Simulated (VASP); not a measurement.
Write the native input for VASP 6.6.1 that does the following.

- Task: single point
- Functional: PBE
- Potentials or basis: VASP PAW PBE potentials, release 64 (Zn, S)
- Cutoff: 520 eV
- k mesh: 8 × 8 × 2
- Occupations: gaussian, width 0.05 eV
- Spin: no spin polarisation
- Dipole correction: no
- Further INCAR settings: ALGO = Normal; EDIFF = 1e-07; NBANDS = 46

The structure of ZnS lies in POSCAR:

```
ZnS
1.0
   -3.8467234434      0.0000000000      0.0000000000
   -1.9233617217     -3.3313602233      0.0000000000
   -0.4806480943     -0.2775023066     12.5902250239
Zn S
4 4
Direct
   -0.0546656539     -0.0546656539      0.6562503469
   -0.0130156539     -0.0130156539      0.1562503469
    0.2578448313      0.2578448313      0.9062245137
    0.6328281647      0.6328281647      0.4062245137
   -0.0702626918     -0.0702626918      0.8434896978
   -0.0286126918      0.9713873082      0.3434896978
    0.3255168411      0.3255168411      0.0938354415
    0.6172001744      0.6172001744      0.5938354415
```

These files were run (other wordings do the same):

INCAR

```
  ALGO = Normal
  EDIFF = 1E-7
  ENCUT = 520
  GGA = PE
  ISIF = 2
  ISMEAR = 0
  LASPH = True
  LCHARG = True
  LELF = True
  LREAL = False
  LVHAR = True
  LWAVE = False
  NBANDS = 46
  NELM = 60
  PREC = Accurate
  SIGMA = 0.05
```

KPOINTS

```
k-points
0
Gamma
  8 8 2
```

Potentials or basis: VASP PAW PBE potentials, release 64 (Zn, S).

The run is started by

```bash
$ cat potpaw_PBE.64/Zn/POTCAR potpaw_PBE.64/S/POTCAR > POTCAR
$ mpirun -np 1 vasp_std > vasp.out
```

It gave:

```json
{
  "Pressure": "0.0 GPa",
  "Largest force": "0.371 eV/Å",
  "Band gap on the k mesh": "1.96 eV, direct"
}
```

Run time: 2.7 min on 1 thread of Intel(R) Xeon(R) 6975P-C (Granite Rapids) (shared host), peak memory 0.41 GiB.
